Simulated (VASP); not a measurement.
Here is a VASP 6.6.1 calculation.

INCAR

```
SYSTEM = GaSb
PREC = Accurate
ENCUT = 520
EDIFF = 1E-7
ISMEAR = -1
SIGMA = 0.08
LREAL = .False.
LASPH = .True.
NELM = 60
ALGO = Normal
ISIF = 2
LWAVE = .False.
LCHARG = .False.
GGA = PE
NBANDS = 16
```

File KPOINTS:

```
Automatic mesh
0
Gamma
  9 9 9
  0 0 0
```

File POSCAR:

```
GaSb
1.0
    0.0000000000      3.1080583506      3.1080583506
    3.1080583506      0.0000000000      3.1080583506
    3.1080583506      3.1080583506      0.0000000000
Ga Sb
1 1
Direct
    0.0000000000      0.0000000000      0.0000000000
    0.2500000000      0.2500000000      0.2500000000
```

Potentials or basis: VASP PAW PBE potentials, release 64 (Ga_d, Sb).

Command:

```console
$ cat potpaw_PBE.64/Ga_d/POTCAR potpaw_PBE.64/Sb/POTCAR > POTCAR
$ mpirun -np 1 vasp_std > vasp.out
```

(1) Estimate the band gap on the k mesh.

(2) Estimate the pressure.

## Answers

(1) zero (filled and empty bands touch).

(2) 0.0 GPa.

Caveat: spin-orbit coupling is left out, which moves the levels of the heavy elements.
